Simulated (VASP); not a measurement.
YIr2, 6 atoms in the cell. Symmetry: Fd-3m, No. 227, cubic system. Conventional cell: a = 7.429 Å, b = 7.429 Å, c = 7.429 Å, α = 90.00°, β = 90.00°, γ = 90.00°. Within 4.1 Å of Y (site symmetry -43m) lie 12 Ir at 3.08 Å and 4 Y at 3.22 Å. Ir (site symmetry -3m) has 6 Ir at 2.63 Å and 6 Y at 3.08 Å within 3.5 Å. 

```yaml
Program: VASP 6.6.1
Task: single point
Functional: PBEsol
Dispersion: D3(BJ)
Potentials_or_basis: VASP PAW PBE potentials, release 64 (Y_sv, Ir)
Cutoff: 500 eV
k_mesh: 6 × 6 × 6
Occupations: methfessel-paxton, width 0.1 eV
Spin: no spin polarisation
Dipole_correction: no
Further_INCAR_settings: ALGO = Normal; EDIFF = 1e-06; NBANDS = 38
```

Potentials or basis: VASP PAW PBE potentials, release 64 (Y_sv, Ir).

The run is started by

```console
$ cat potpaw_PBE.64/Y_sv/POTCAR potpaw_PBE.64/Ir/POTCAR > POTCAR
$ mpirun -np 1 vasp_std > vasp.out
```

Hardware: 1 thread of AMD EPYC 7R32 (Zen 2), with other jobs on the host.

Task: Estimate the wall time of this run.

Result: Run time: 2.3 min on 1 thread of AMD EPYC 7R32 (Zen 2) (shared host), peak memory 0.24 GiB. Counts: scf iterations 14, k points 16.
